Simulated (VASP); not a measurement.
A run of VASP 6.6.1 is set up as follows.

The input INCAR:

```
SYSTEM = MoSe
ALGO     = Normal         ! electronic algorithm
EDIFF    = 1E-6           ! SCF threshold, eV
ENCUT    = 520            ! plane-wave cutoff, eV
GGA      = PE             ! functional
ISIF     = 2              ! what is computed and relaxed
ISMEAR   = 0              ! smearing method
LASPH    = .TRUE.         ! aspherical terms in the spheres
LCHARG   = .TRUE.         ! write CHGCAR
LDAU     = .TRUE.         ! DFT+U
LDAUJ    = 0 0          
LDAUL    = 2 -1           ! shell
LDAUPRINT= 1            
LDAUTYPE = 2            
LDAUU    = 4.38 0         ! U, eV
LELF     = .TRUE.         ! ELF
LMAXMIX  = 4              ! l up to which the mixer works
LREAL    = .FALSE.        ! projectors in reciprocal space
LVHAR    = .TRUE.       
LWAVE    = .FALSE.        ! write WAVECAR
NBANDS   = 17             ! bands
NELM     = 150            ! most SCF steps
PREC     = Accurate       ! precision mode
SIGMA    = 0.1            ! smearing width, eV
```

File KPOINTS:

```
k-points
0
G
  12 12 12
  0 0 0
```

Contents of POSCAR:

```
MoSe
1.0
    0.0000000000      3.0812375160      3.0812375160
    3.0812375160      0.0000000000      3.0812375160
    3.0812375160      3.0812375160      0.0000000000
Mo Se
1 1
Direct
    0.0000000000      0.0000000000      0.0000000000
    0.2500000000      0.2500000000      0.2500000000
```

Potentials or basis: VASP PAW PBE potentials, release 64 (Mo_sv, Se).

The run is started by

```console
$ cat potpaw_PBE.64/Mo_sv/POTCAR potpaw_PBE.64/Se/POTCAR > POTCAR
$ mpirun -np 1 vasp_std > vasp.out
```

Q: Predict the band gap on the k mesh.

A: 0.44 eV.

Q: What does it give for the pressure?

A: -4.1 GPa.

Eigenvalues of the final occupation matrices:
```tsv
site	spin	trace	eigenvalues
site 1 d	1	1.97	0.13 0.13 0.13 0.79 0.79
site 1 d	2	1.97	0.13 0.13 0.13 0.79 0.79
```

Caveat: the cell stands under tension. A k mesh can miss the band edges.
